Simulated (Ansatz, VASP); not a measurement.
**Ir: VASP beside Ansatz**

```
Ir
1.0
     2.73697    0.00000    0.00000
    -1.36848    2.37028    0.00000
     0.00000    0.00000   23.93890
Ir
5
Cartesian
  1.3685 0.7901 7.5000
  0.0000 1.5802 9.7347
  0.0000 0.0000 11.9694
  1.3685 0.7901 14.2042
  0.0000 1.5802 16.4389
```

Alike in both runs: task single point; functional PBE; k mesh 15 × 15 × 1; occupations fermi-dirac, width 0.3 eV; no spin polarisation.

|  | VASP | Ansatz |
| --- | --- | --- |
| version | VASP 6.6.1 | Ansatz 0.2.0 |
| potentials or method | VASP PAW PBE potentials, release 64 (Ir), cutoff 520 eV | scalar-relativistic, plane waves, PAW |
| valence electrons in the cell | 45 | 85 |

|  | VASP | Ansatz | Ansatz less VASP |
| --- | --- | --- | --- |
| gap on the k mesh at the Fermi level (eV) | none | none | - |
| rms of the force components (eV/Å) | 0.140 | 0.146 | +0.0065 |
| work function, face that differs most (eV) | 5.50 | 5.50 | -0.003 |

Atom by atom the forces differ by 0.010 eV/Å (rms over components). A gap of «none» marks a metal or a gap that the smearing closes. VASP's potentials hold 45 valence electrons a cell and Ansatz's 85, so a difference there can come from the potentials and not from the codes.

Neither program's run includes spin-orbit coupling.
